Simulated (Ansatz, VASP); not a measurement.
## One calculation of BaTiO3, two programs

The input POSCAR:

```
BaTiO3
1.0
    2.8482561214      1.6444414384      2.3355603327
   -2.8482561214      1.6444414384      2.3355603327
    0.0000000000     -3.2888828768      2.3355603327
Ba Ti O
1 1 3
Direct
    0.0001460400      0.0001460400      0.0001460400
    0.5133377100      0.5133377100      0.5133377100
    0.4889503100      0.9797166300      0.4889503100
    0.4889503100      0.4889503100      0.9797166300
    0.9797166300      0.4889503100      0.4889503100
```

File INCAR.step1:

```
SYSTEM = BaTiO3
  PREC = Accurate
  ENCUT = 520
  ISMEAR = -1
  SIGMA = 0.01
  LREAL = .False.
  LASPH = .True.
  NELM = 60
  NBANDS = 28
  GGA = PE
  ALGO = Normal
  EDIFF = 1E-4
  LWAVE = .True.
  LCHARG = .False.
```

Contents of INCAR.step2:

```
SYSTEM = BaTiO3
  PREC = Accurate
  ENCUT = 520
  EDIFF = 1E-8
  ISMEAR = -1
  SIGMA = 0.01
  LREAL = .False.
  LASPH = .True.
  NELM = 60
  ALGO = Normal
  ISIF = 2
  LWAVE = .False.
  LCHARG = .False.
  METAGGA = R2SCAN
  LMIXTAU = .True.
  LEFG = .True.
  NBANDS = 28
  ISTART = 1
```

Contents of KPOINTS:

```
regular mesh
0
Gamma
  8 8 8
  0 0 0
```

Input for Ansatz:

```yaml
crystal:
  lattice:
    - [2.8482561214, 1.6444414384, 2.3355603327]
    - [-2.8482561214, 1.6444414384, 2.3355603327]
    - [0.0, -3.2888828768, 2.3355603327]
  atoms:
    - { symbol: Ba, position: [0.00014604, 0.00014604, 0.00014604] }
    - { symbol: Ti, position: [0.51333771, 0.51333771, 0.51333771] }
    - { symbol: O, position: [0.48895031, 0.97971663, 0.48895031] }
    - { symbol: O, position: [0.48895031, 0.48895031, 0.97971663] }
    - { symbol: O, position: [0.97971663, 0.48895031, 0.48895031] }
kpoints:
  mp_grid: { grid: [8, 8, 8] }
  band_path:
    path:
      - [0.0, 0.0, 0.0]
      - [0.5, 0.5, 0.5]
      - [0.5028394821, 0.4971605179, 0.5]
      - [0.5, -0.4971605179, 0.4971605179]
      - [0.5, 0.0, 0.0]
      - [0.0, 0.0, 0.0]
      - [0.498580259, -0.498580259, 0.0]
      - [0.501419741, 0.0, 0.498580259]
      - [0.5, 0.0, 0.5]
    npoints: 14
scf:
  occupations: { method: fermi_dirac, width: 0.01 }
  mixing: { algorithm: msr1, beta: 0.7 }
hamiltonian:
  xc: r2scan
  pseudopotentials: { kind: paw }
output:
  forces: true
  stress: true
  eigenvalues: true
  efg: { contact_densities: true }
  populations: true
  write_density: true
  write_potential: true
  elf: true
  volumetric_format: npy
```

Alike in both runs: task electric field gradients; functional r2SCAN; k mesh 8 × 8 × 8; occupations fermi-dirac, width 0.01 eV; no spin polarisation.

|  | VASP | Ansatz |
| --- | --- | --- |
| version | VASP 6.6.1 | Ansatz 0.2.0 |
| potentials or method | VASP PAW PBE potentials, release 64 (Ba_sv, Ti_sv, O) | PAW with Ansatz's default frozen-core files, scalar-relativistic |
| plane-wave cutoff (eV) | 520 | 500 |
| valence electrons in the cell | 40 | 40 |

```csv
,VASP,Ansatz,Ansatz less VASP
gap on the k mesh at the Fermi level (eV),2.73,2.75,+0.019
pressure (GPa),0.1,-1.8,-1.86
"traceless stress, the component that is largest in VASP (GPa)",0.04,0.13,+0.087
rms of the force components (eV/Å),0.009,0.068,+0.0592
```

VASP's potentials were made for PBE, not for r2SCAN. Atom by atom the forces differ by 0.060 eV/Å (rms over components).

Spin-orbit coupling is off throughout.
